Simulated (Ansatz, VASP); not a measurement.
**One calculation of MgCd3O, two programs**

INCAR

```
SYSTEM = MgCd3O
PREC = Accurate
ENCUT = 600
EDIFF = 1E-7
ISMEAR = 0
SIGMA = 0.1
LREAL = .FALSE.
LASPH = .TRUE.
NELM = 120
ALGO = Normal
ISIF = 3
LWAVE = .FALSE.
LCHARG = .FALSE.
GGA = PE
IBRION = 2
NSW = 90
EDIFFG = -0.04
GGA_COMPAT = .FALSE.
NELMIN = 4
```

KPOINTS

```
Automatic mesh
0
G
  4 4 4
  0 0 0
```

File POSCAR:

```
MgCd3O
1.0
    4.4126052300      0.0000000000      0.0000000000
    0.0000000000      4.4126052300      0.0000000000
    0.0000000000      0.0000000000      4.4126052300
Mg Cd O
1 3 1
Direct
    0.5000000000      0.5000000000      0.5000000000
    0.5000000000      0.0000000000      0.0000000000
    0.0000000000      0.5000000000      0.0000000000
    0.0000000000      0.0000000000      0.5000000000
    0.0000000000      0.0000000000      0.0000000000
```

Input for Ansatz:

```yaml
crystal:
  lattice:
    - [4.41260523, 0.0, 0.0]
    - [0.0, 4.41260523, 0.0]
    - [0.0, 0.0, 4.41260523]
  atoms:
    - { symbol: Mg, position: [0.5, 0.5, 0.5] }
    - { symbol: Cd, position: [0.5, 0.0, 0.0] }
    - { symbol: Cd, position: [0.0, 0.5, 0.0] }
    - { symbol: Cd, position: [0.0, 0.0, 0.5] }
    - { symbol: O, position: [0.0, 0.0, 0.0] }
basis:
  ecutwfc: 420
kpoints:
  mp_grid: { grid: [4, 4, 4] }
hamiltonian:
  xc: pbe
scf:
  occupations: { method: gaussian, width: 0.1 }
  lower_state_search: "off"
output:
  forces: true
  stress: true
  eigenvalues: true
relax:
  adjacent_minimum: "off"
  f_tol: 0.04
  max_steps: 70
  cell: { stress_tol: 0.4 }
```

Change from the starting cell: species swapped into the KMnF3 type (Pm-3m, No. 221).

Alike in both runs: task relaxation of cell and atoms; functional PBE; k mesh 4 × 4 × 4; occupations gaussian, width 0.1 eV; no spin polarisation.

|  | VASP | Ansatz |
| --- | --- | --- |
| version | VASP 6.6.1 | Ansatz 0.2.0 |
| potentials or method | VASP PAW PBE potentials, release 64 (Mg, Cd, O), cutoff 600 eV | scalar-relativistic, plane waves, PAW |
| valence electrons in the cell | 44 | 76 |

|  | VASP | Ansatz | Ansatz less VASP |
| --- | --- | --- | --- |
| gap on the k mesh at the Fermi level, each at its own relaxed structure (eV) | none | none | - |
| relaxed volume (Å³/atom) | 20.74 | 20.65 | -0.091 |
| relaxed length of the cell vector where the two differ most in proportion (Å) | 4.698 | 4.691 | -0.0069 |

A gap of «none» marks a metal or a gap that the smearing closes. VASP's potentials hold 44 valence electrons a cell and Ansatz's 76, so a difference there can come from the potentials and not from the codes.

Noted on VASP's run: the volume moved by over 15 % at a fixed basis, so the end points are rough.
